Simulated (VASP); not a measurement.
# FePt (P4/mmm) in VASP: a series of runs

The runs below take FePt through electric field gradients, density of states, with PBE.

Everything below comes from runs of VASP 6.6.1. Logs are shortened: lines on timing, memory, paths and dates and some standing lists are left out, and cuts for length are marked.

### 1 The cell of the first run

The structure is tetragonal, space group P4/mmm (No. 123). The conventional cell has a = 2.722 Å, b = 2.722 Å, c = 3.700 Å, α = 90.00°, β = 90.00°, γ = 90.00°. Fe (site symmetry 4/mmm) has 8 Pt at 2.67 Å and 4 Fe at 2.72 Å within 3.5 Å. Pt (site symmetry 4/mmm) has 8 Fe at 2.67 Å and 4 Pt at 2.72 Å within 3.5 Å.

### 2 Electric field gradients, PBE

INCAR reads:

```
SYSTEM = FePt
PREC     = Accurate       ! precision mode
ENCUT    = 520            ! plane-wave cutoff, eV
EDIFF    = 1E-8           ! SCF threshold, eV
ISMEAR   = -1             ! smearing method
SIGMA    = 0.05           ! smearing width, eV
LREAL    = .False.        ! projectors in reciprocal space
LASPH    = .True.         ! aspherical terms in the spheres
NELM     = 80             ! most SCF steps
ALGO     = Normal         ! electronic algorithm
ISIF     = 2              ! what is computed and relaxed
LWAVE    = .False.        ! write WAVECAR
LCHARG   = .False.        ! write CHGCAR
GGA      = PE             ! functional
LEFG     = .True.       
NBANDS   = 16             ! bands
```

KPOINTS reads:

```
Automatic mesh
0
Gamma
  12 12 9
  0 0 0
```

POSCAR reads:

```
FePt
1.0
    2.7216540008      0.0000000000      0.0000000000
    0.0000000000      2.7216540008      0.0000000000
    0.0000000000      0.0000000000      3.7000000000
Fe Pt
1 1
Direct
    0.5000000000      0.5000000000      0.5000000000
    0.0000000000      0.0000000000      0.0000000000
```

Potentials or basis: VASP PAW PBE potentials, release 64 (Fe, Pt).

Run with:

```sh
> cat potpaw_PBE.64/Fe/POTCAR potpaw_PBE.64/Pt/POTCAR > POTCAR
> mpirun -np 1 vasp_std > vasp.out
```

OUTCAR:

```text
SYSTEM = FePt
   PREC = Accurate
   ENCUT = 520
   EDIFF = 1E-8
   ISMEAR = -1
   LREAL = .False.
   LASPH = .True.
   NELM = 80
   ISIF = 2
   GGA = PE

 ion  position               nearest neighbor table
   1  0.500  0.500  0.500-   2 2.67   2 2.67   2 2.67   2 2.67   2 2.67   2 2.67   2 2.67   2 2.67

   2  0.000  0.000  0.000-   1 2.67   1 2.67   1 2.67   1 2.67   1 2.67   1 2.67   1 2.67   1 2.67

  LATTYP: Found a simple tetragonal cell.
 ALAT       =     2.7216540008
 C/A-ratio  =     1.3594674411

  Lattice vectors:

 A1 = (   2.7216540008,   0.0000000000,   0.0000000000)
 A2 = (   0.0000000000,   2.7216540008,   0.0000000000)
 A3 = (   0.0000000000,   0.0000000000,   3.7000000000)

Analysis of symmetry for initial positions (statically):
=====================================================================
 Subroutine PRICEL returns:
 Original cell was already a primitive cell.

 Routine SETGRP: Setting up the symmetry group for a
 simple tetragonal supercell.

 Subroutine GETGRP returns: Found 16 space group operations
 (whereof 16 operations were pure point group operations)
 out of a pool of 16 trial point group operations.

The static configuration has the point symmetry D_4h.

Analysis of symmetry for dynamics (positions and initial velocities):
=====================================================================
 Subroutine PRICEL returns:
 Original cell was already a primitive cell.

 Routine SETGRP: Setting up the symmetry group for a
 simple tetragonal supercell.

 Subroutine GETGRP returns: Found 16 space group operations
 (whereof 16 operations were pure point group operations)
 out of a pool of 16 trial point group operations.

The dynamic configuration has the point symmetry D_4h.

 Subroutine INISYM returns: Found 16 space group operations
 (whereof 16 operations are pure point group operations),
 and found     1 'primitive' translations

----------------------------------------------------------------------------------------

                                     Primitive cell

  volume of cell :      27.4074

  direct lattice vectors                    reciprocal lattice vectors
     2.721654001  0.000000000  0.000000000     0.367423633  0.000000000  0.000000000
     0.000000000  2.721654001  0.000000000     0.000000000  0.367423633  0.000000000
     0.000000000  0.000000000  3.700000000     0.000000000  0.000000000  0.270270270

  length of vectors
     2.721654001  2.721654001  3.700000000     0.367423633  0.367423633  0.270270270

  position of ions in fractional coordinates (direct lattice)
     0.500000000  0.500000000  0.500000000
     0.000000000  0.000000000  0.000000000

  ion indices of the primitive-cell ions
   primitive index   ion index
                 1           1
                 2           2

----------------------------------------------------------------------------------------

 KPOINTS: Automatic mesh

Automatic generation of k-mesh.
 Grid dimensions read from file:
 generate k-points for:   12   12    9

 Generating k-lattice:

  Cartesian coordinates                     Fractional coordinates (reciprocal lattice)
     0.030618636  0.000000000  0.000000000     0.083333333  0.000000000  0.000000000
     0.000000000  0.030618636  0.000000000     0.000000000  0.083333333  0.000000000
     0.000000000  0.000000000  0.030030030     0.000000000  0.000000000  0.111111111

  Length of vectors
     0.030618636  0.030618636  0.030030030

  Shift w.r.t. Gamma in fractional coordinates (k-lattice)
     0.000000000  0.000000000  0.000000000

 Subroutine IBZKPT returns following result:
 ===========================================

 Found    140 irreducible k-points:

 Following reciprocal coordinates:
            Coordinates               Weight
  0.000000  0.000000  0.000000      1.000000
  0.083333  0.000000  0.000000      4.000000
  0.166667  0.000000  0.000000      4.000000
  0.250000  0.000000  0.000000      4.000000
  0.333333  0.000000  0.000000      4.000000
  0.416667  0.000000  0.000000      4.000000
[... 16 lines left out ...]
  0.333333  0.333333  0.000000      4.000000
  0.416667  0.333333  0.000000      8.000000
 [... further k-points ...]
   k-points           NKPTS =    140   k-points in BZ     NKDIM =    140   number of bands    NBANDS=     16
   number of dos      NEDOS =    301   number of ions     NIONS =      2
   total plane-waves  NPLWV =  11200
   dimension x,y,z NGX =    20 NGY =   20 NGZ =   28
   dimension x,y,z NGXF=    40 NGYF=   40 NGZF=   56
   ions per type =               1   1
   NGX,Y,Z   is equivalent  to a cutoff of  12.22, 12.22, 12.58 a.u.
   NGXF,Y,Z  is equivalent  to a cutoff of  24.43, 24.43, 25.16 a.u.
 SYSTEM =  FePt
   PREC   = accura    normal or accurate (medium, high low for compatibility)
   ISTART =      0    job   : 0-new  1-cont  2-samecut
   ICHARG =      2    charge: 1-file 2-atom 10-const
   ISPIN  =      1    spin polarized calculation?
   LNONCOLLINEAR =      F non collinear calculations
   LSORBIT =      F    spin-orbit coupling
   LASPH  =      T    aspherical Exc in radial PAW
   ENCUT  =  520.0 eV  38.22 Ry    6.18 a.u.   5.06  5.06  6.88*2*pi/ulx,y,z
   NELM   =     80;   NELMIN=  2; NELMDL= -5     # of ELM steps
   EDIFF  = 0.1E-07   stopping-criterion for ELM
   LREAL  =      F    real-space projection
   EDIFFG = 0.1E-06   stopping-criterion for IOM
   NSW    =      0    number of steps for IOM
   IBRION =     -1    ionic relax: 0-MD 1-quasi-New 2-CG
   NFREE  =      0    steps in history (QN), initial steepest desc. (CG)
   ISIF   =      2    stress and relaxation
   ISYM   =      2    0-nonsym 1-usesym 2-fastsym
   POTIM  = 0.5000    time-step for ionic-motion
   TEBEG  =    0.0;   TEEND  =   0.0 temperature during run
   PSTRESS=    0.0 pullay stress
   NELECT =      18.0000    total number of electrons
   NUPDOWN=      -1.0000    fix difference up-down
   EMIN   =  10.00;   EMAX   =-10.00  energy-range for DOS
   EFERMI =   0.00;   METHOD = LEGACY
   ISMEAR =    -1;   SIGMA  =   0.05  broadening in eV -4-tet -1-fermi 0-gaus
   EFERMI_NEDOS =   21; number of points for ismear=-14 and -15
   IALGO  =     38    algorithm
   IMIX   =      4    mixing-type and parameters
     AMIX     =   0.40;   BMIX     =  1.00
     AMIX_MAG =   1.60;   BMIX_MAG =  1.00
  volume/ion in A,a.u.               =      13.70        92.48
  Fermi-wavevector in a.u.,A,eV,Ry     =   1.423016  2.689111 27.551455  2.024975
  Thomas-Fermi vector in A             =   2.543658
   LORBIT       =      0    0 simple, 1 ext, 2 COOP (PROOUT), +10 PAW based schemes
   GGA     = PE    functional components
   LHFCALC =     F    Hartree Fock is set to
   AEXX    =    0.0000 exact exchange contribution
   IVDW    =     0    specifies the selected vdW correction
   LEPSILON=     F    determine dielectric tensor
   LRPA    =     F    only Hartree local field effects (RPA)
 non-spin polarized calculation
  energy-cutoff  :      520.00
  volume of cell :       27.41
 maximum number of plane-waves:       756
   NGX = 11   NGY = 11   NGZ = 13

 number of electron      17.9999999 magnetization

 Free energy of the ion-electron system (eV)
  ---------------------------------------------------
  ext. energy  EPLUGINS =         0.00000000
  ---------------------------------------------------
  free energy    TOTEN  =       -14.08821790 eV

  energy without entropy =      -14.05363965  energy(sigma->0) =      -14.07092877

 E-fermi :   8.6314     XC(G=0): -13.1406

 val. band max:        8.6256780371   @ k =   0.4167   0.4167   0.0000
 cond. band min:       8.6426118384   @ k =   0.3333   0.0000   0.0000
 fundamental gap:      0.0169338013
 Fermi energy:         8.6313949832

 k-point     1 :       0.0000    0.0000    0.0000
  band No.  band energies     occupation
      1      -0.8432      2.00000
      2       2.4481      2.00000
      3       2.5561      2.00000
      4       5.7379      2.00000
      5       5.7379      2.00000
      6       7.0194      2.00000
[... 8 lines left out ...]
     15      20.5696      0.00000
     16      25.8893      0.00000

 k-point     2 :       0.0833    0.0000    0.0000
  band No.  band energies     occupation
      1      -0.6599      2.00000
      2       2.5455      2.00000
      3       2.6805      2.00000
      4       5.5971      2.00000
      5       5.7893      2.00000
      6       7.0644      2.00000
[... 8 lines left out ...]
     15      20.9176      0.00000
     16      26.0697      0.00000
[... 387 lines left out ...]
      5       5.9302      2.00000
      6       6.7710      2.00000
[... 8 lines left out ...]
     15      20.2254      0.00000
     16      23.7208      0.00000

 k-point    24 :       0.4167    0.3333    0.0000
  band No.  band energies     occupation
      1       2.4004      2.00000
      2       3.4963      2.00000
      3       3.5296      2.00000
      4       3.7795      2.00000
      5       6.4186      2.00000
      6       7.7582      2.00000
[... 8 lines left out ...]
     15      20.5117      0.00000
     16      21.9280      0.00000

 [... further k-points ...]
[... 5 lines left out ...]
  --------------------------------------------------------------------------------------
  -------------------------------------------------------------------------------------
  Total       -2.2958983     -2.2958983     -1.6012346      0.0000000      0.0000000      0.0000000
  in kB     -134.2133359   -134.2133359    -93.6047734      0.0000000      0.0000000      0.0000000
  external PRESSURE =    -120.6771484 kB  Pullay stress =       0.0000000 kB

 VOLUME and BASIS-vectors are now :
 -----------------------------------------------------------------------------
  energy-cutoff  :      520.00
  volume of cell :       27.41
      direct lattice vectors                 reciprocal lattice vectors
     2.721654001  0.000000000  0.000000000     0.367423633  0.000000000  0.000000000
     0.000000000  2.721654001  0.000000000     0.000000000  0.367423633  0.000000000
     0.000000000  0.000000000  3.700000000     0.000000000  0.000000000  0.270270270

 POSITION                                       TOTAL-FORCE (eV/Angst)
 -----------------------------------------------------------------------------------
      1.36083      1.36083      1.85000         0.000000      0.000000      0.000000
      0.00000      0.00000      0.00000         0.000000      0.000000      0.000000
 -----------------------------------------------------------------------------------
    total drift:                               -0.000000      0.000000      0.000000

  FREE ENERGIE OF THE ION-ELECTRON SYSTEM (eV)
  ---------------------------------------------------
  free  energy   TOTEN  =       -14.0882179006 eV

  energy  without entropy=      -14.0536396492  energy(sigma->0) =      -14.07092877

 Electric field gradients (V/A^2)
---------------------------------------------------------------------
 ion       V_xx      V_yy      V_zz      V_xy      V_xz      V_yz
---------------------------------------------------------------------
   1       6.371     6.371   -12.742     0.000    -0.000    -0.000
   2     -31.598   -31.598    63.195    -0.000    -0.000    -0.000
---------------------------------------------------------------------

 Electric field gradients after diagonalization (V/A^2)
 (convention: |V_zz| > |V_xx| > |V_yy|)
----------------------------------------------------------------------
 ion       V_xx      V_yy      V_zz     asymmetry (V_yy - V_xx)/ V_zz
----------------------------------------------------------------------
   1       6.371     6.371   -12.742       0.000
   2     -31.598   -31.598    63.195       0.000
----------------------------------------------------------------------

           NMR quadrupolar parameters

 Cq : quadrupolar parameter    Cq=e*Q*V_zz/h
 eta: asymmetry parameters     (V_yy - V_xx)/ V_zz
 Q  : nuclear electric quadrupole moment in mb (millibarn)
----------------------------------------------------------------------
 ion       Cq(MHz)       eta       Q (mb)
----------------------------------------------------------------------
   1      -0.031       0.000       1.000
   2       0.153       0.000       1.000
----------------------------------------------------------------------
```

It took 63 s on 1 thread of AMD EPYC 7R43 (Zen 3), shared host; peak memory 0.15 GiB.

What came out:

```yaml
Free_energy: -14.0882 eV
Pressure: -12.1 GPa
Band_gap_on_the_k_mesh: zero (band 9 reaches 9.42 eV, above the bottom of band 10 at 8.06 eV)
```

Electric field gradients, principal values (V/Å²):
```csv
atom,least,middle,greatest (by size)
1 Fe,6.371,6.371,-12.742
2 Pt,-31.598,-31.598,63.195
```

Caveat: without QUAD_EFG the Cq values of the log hold for a quadrupole moment of 1 mb, not for the nuclei; spin-orbit coupling is left out, which moves the levels of the heavy elements.

### 3 Density of states, PBE

POSCAR is that of step 2.

INCAR.step1 reads:

```
SYSTEM = FePt
ALGO = Normal
EDIFF = 1E-7
ENCUT = 520
GGA = PE
ISIF = 2
ISMEAR = -1
LASPH = .True.
LCHARG = .True.
LMAXMIX = 4
LREAL = .False.
LWAVE = .False.
NBANDS = 16
NELM = 80
PREC = Accurate
SIGMA = 0.05
```

KPOINTS.step1 reads:

```
k-points
0
Gamma
  12 12 9
  0 0 0
```

INCAR.step2 reads:

```
SYSTEM = FePt
ALGO = Normal
EDIFF = 1E-7
ENCUT = 520
GGA = PE
ICHARG = 11
ISIF = 2
ISMEAR = -5
LASPH = .True.
LCHARG = .False.
LMAXMIX = 4
LORBIT = 11
LREAL = .False.
LWAVE = .False.
NBANDS = 16
NEDOS = 1001
NELM = 80
PREC = Accurate
SIGMA = 0.05
```

KPOINTS.step2 reads:

```
k-points
0
Gamma
  18 18 14
  0 0 0
```

Potentials or basis: VASP PAW PBE potentials, release 64 (Fe, Pt).

Run with:

```sh
> cat potpaw_PBE.64/Fe/POTCAR potpaw_PBE.64/Pt/POTCAR > POTCAR
> cp INCAR.step1 INCAR
> cp KPOINTS.step1 KPOINTS
> mpirun -np 1 vasp_std > vasp.out
> cp INCAR.step2 INCAR
> cp KPOINTS.step2 KPOINTS
> mpirun -np 1 vasp_std > vasp.out
```

Run time: 3.5 min. Hardware: 1 thread of AMD EPYC 7R43 (Zen 3), shared host; peak memory 0.28 GiB.

It converged, with:

| Quantity | Value |
| --- | --- |
| Valence electrons inside the program's atomic spheres | Fe 7.08; Pt 9.34 |

Levels at points of the mesh, in eV from the Fermi level:
| k point | band 5 | band 6 | band 7 | band 8 | band 9 | band 10 | band 11 | band 12 | band 13 | band 14 |
| --- | --- | --- | --- | --- | --- | --- | --- | --- | --- | --- |
| (0.00, 0.00, 0.00) | -2.90 | -1.62 | -1.33 | -0.44 | 0.39 | 0.70 | 0.70 | 2.59 | 10.42 | 11.93 |
| (0.50, 0.00, 0.00) | -2.86 | -1.96 | -1.80 | -1.80 | -0.74 | -0.37 | 1.58 | 1.96 | 11.08 | 11.12 |
| (0.50, 0.50, 0.00) | 0.30 | 0.40 | 0.44 | 0.61 | 0.78 | 0.78 | 1.79 | 1.79 | 7.94 | 10.69 |
| (0.00, 0.00, 0.50) | -2.32 | -2.32 | -2.20 | -1.04 | -0.88 | -0.59 | -0.59 | 0.04 | 16.11 | 16.12 |
| (0.50, 0.00, 0.50) | -2.85 | -1.38 | -0.39 | -0.30 | 0.16 | 0.43 | 0.47 | 0.49 | 5.15 | 7.45 |
| (0.50, 0.50, 0.50) | -2.11 | -2.11 | -1.85 | -0.39 | 0.40 | 0.61 | 7.24 | 7.24 | 8.42 | 8.55 |

Caveat: spin-orbit coupling is left out, which moves the levels of the heavy elements; tetrahedron occupations give inexact forces and stress in metals. Spin polarisation is off, so any magnetic state and its effect on volume and gap are missing.
